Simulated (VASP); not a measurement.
Write the native input for VASP 6.6.1 that does the following.

```yaml
Task: relaxation of cell and atoms
Functional: PBEsol
Potentials_or_basis: VASP PAW PBE potentials, release 64 (Hf_pv, N)
Cutoff: 600 eV
k_mesh: 18 × 18 × 8
Occupations: gaussian, width 0.1 eV
Spin: no spin polarisation
Target_pressure: 5 GPa
Dipole_correction: no
Further_INCAR_settings: ALGO = Fast; EDIFF = 1e-07; IBRION = 2; EDIFFG = -0.008; NSW = 70; ISIF = 3
```

The structure of HfN lies in POSCAR:

```
HfN
1.0
    3.1094398839      0.0000000000      0.0000000000
   -1.5547199420      2.6928539310      0.0000000000
    0.0000000000      0.0000000000      5.3596878004
Hf N
2 2
Direct
    0.6666666667      0.3333333333      0.7500000000
    0.3333333333      0.6666666667      0.2500000000
    0.0000000000      0.0000000000      0.0000000000
    0.0000000000      0.0000000000      0.5000000000
```

These files were run (other wordings do the same):

INCAR

```
SYSTEM = HfN
PREC = Accurate ; ENCUT = 600
EDIFF = 1E-7 ; ISMEAR = 0
SIGMA = 0.1 ; LREAL = .False.
LASPH = .True. ; NELM = 80
ALGO = Fast ; ISIF = 3
LWAVE = .False. ; LCHARG = .False.
GGA = PS ; IBRION = 2
NSW = 70 ; EDIFFG = -0.008
PSTRESS = 50.0
```

KPOINTS

```
regular mesh
0
Gamma
  18 18 8
  0 0 0
```

Potentials or basis: VASP PAW PBE potentials, release 64 (Hf_pv, N).

Command:

```sh
$ cat potpaw_PBE.64/Hf_pv/POTCAR potpaw_PBE.64/N/POTCAR > POTCAR
$ mpirun -np 1 vasp_std > vasp.out
```

It gave:

```json
{"Relaxed volume": "11.14 Å³/atom", "Relaxed cell": "a = 3.102 Å, b = 3.102 Å, c = 5.348 Å, α = 90.00°, β = 90.00°, γ = 120.00°", "Space group after relaxing (to 0.1 Å)": "P6_3/mmc (No. 194)", "Energy change on relaxing (the run minimises the enthalpy)": "+1.9 meV/atom", "Ionic steps": "3", "Pressure after relaxing": "5.0 GPa", "Band gap on the k mesh": "zero (bands 15 and 16 overlap by 2.43 eV)"}
```

Caveat: the cell is relaxed towards a set pressure, so the run minimises the enthalpy, not the energy; the PAW data sets were made with another functional, which shifts forces and pressure a little; spin-orbit coupling is left out, which moves the levels of the heavy elements.

Wall time 10 min on 1 thread of Oxide Virtual Turin-like Processor, on a shared host, peak memory 0.3 GiB.
